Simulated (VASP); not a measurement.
Input of a VASP 6.6.1 run:

Contents of INCAR:

```
ALGO = Normal
EDIFF = 1E-7
EDIFFG = -0.02
ENCUT = 520
GGA = PE
GGA_COMPAT = F
IBRION = 2
ISIF = 2
ISMEAR = -1
LASPH = T
LCHARG = F
LREAL = F
LWAVE = F
NELM = 120
NELMIN = 4
NSW = 80
PREC = Accurate
SIGMA = 0.02
```

File KPOINTS:

```
k-points
0
Gamma
  11 11 6
```

File POSCAR:

```
AlN
1.0
    3.0891268879      0.0000000000      0.0000000000
   -1.5445634439      2.6752623604      0.0000000000
    0.0000000000      0.0000000000      4.9465761741
Al N
2 2
Direct
    0.6666666667      0.3333333333      0.0000000000
    0.3333333333      0.6666666667      0.5000000000
    0.6666666667      0.3333333333      0.3820000000
    0.3333333333      0.6666666667      0.8820000000
```

Potentials or basis: VASP PAW PBE potentials, release 64 (Al, N).

Launch:

```bash
$ cat potpaw_PBE.64/Al/POTCAR potpaw_PBE.64/N/POTCAR > POTCAR
$ mpirun -np 1 vasp_std > vasp.out
```

(1) Predict the band gap on the k mesh.

Results:

(1) 4.39 eV.

Caveat: the relaxation stopped at its first step, so nothing moved; an odd mesh through Γ misses points on the zone boundary, where band edges can lie.
